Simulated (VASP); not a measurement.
Write the native input for VASP 6.6.1 that does the following.

```yaml
Task: single point
Functional: r2SCAN
Potentials_or_basis: VASP PAW PBE potentials, release 64 (Al, Cu)
Cutoff: 520 eV
k_mesh: 12 × 12 × 12
Occupations: gaussian, width 0.1 eV
Spin: no spin polarisation
Dipole_correction: no
Further_INCAR_settings: ALGO = Normal; EDIFF = 1e-06; NBANDS = 26
```

The system is AlCu3.

```
CELL_PARAMETERS angstrom
3.63738 0.00000 0.00000
0.00000 3.63738 0.00000
0.00000 0.00000 3.63738
ATOMIC_POSITIONS crystal
Al 0.00000 0.00000 0.00000
Cu 0.50000 0.50000 0.00000
Cu 0.50000 0.00000 0.50000
Cu 0.00000 0.50000 0.50000
```

These files were run (other wordings do the same):

POSCAR

```
AlCu3
1.0
    3.6373766700      0.0000000000      0.0000000000
    0.0000000000      3.6373766700      0.0000000000
    0.0000000000      0.0000000000      3.6373766700
Al Cu
1 3
Direct
    0.0000000000      0.0000000000      0.0000000000
    0.5000000000      0.5000000000      0.0000000000
    0.5000000000      0.0000000000      0.5000000000
    0.0000000000      0.5000000000      0.5000000000
```

INCAR.step1

```
ALGO = Normal
EDIFF = 1E-4
ENCUT = 520
GGA = PE
ISMEAR = 0
LASPH = True
LCHARG = False
LREAL = False
LWAVE = True
NBANDS = 26
NELM = 60
PREC = Accurate
SIGMA = 0.1
```

INCAR.step2

```
ALGO = Normal
EDIFF = 1E-6
ENCUT = 520
ISIF = 2
ISMEAR = 0
ISTART = 1
LASPH = True
LCHARG = False
LMIXTAU = True
LREAL = False
LWAVE = False
METAGGA = R2SCAN
NBANDS = 26
NELM = 60
PREC = Accurate
SIGMA = 0.1
```

KPOINTS

```
k-points
0
Gamma
  12 12 12
```

Potentials or basis: VASP PAW PBE potentials, release 64 (Al, Cu).

The run is started by

```sh
$ cat potpaw_PBE.64/Al/POTCAR potpaw_PBE.64/Cu/POTCAR > POTCAR
$ cp INCAR.step1 INCAR
$ mpirun -np 1 vasp_std > vasp.out
$ cp INCAR.step2 INCAR
$ mpirun -np 1 vasp_std > vasp.out
```

It gave:

```json
{
 "Pressure": "0.9 GPa",
 "Band gap on the k mesh": "zero (bands 18 and 19 overlap by 5.81 eV)"
}
```

Caveat: the PAW data sets were made with another functional, which shifts forces and pressure a little.

Run time: 3.4 min on 1 thread of Intel(R) Xeon(R) Platinum 8559C (Emerald Rapids), on a shared host, peak memory 0.22 GiB.
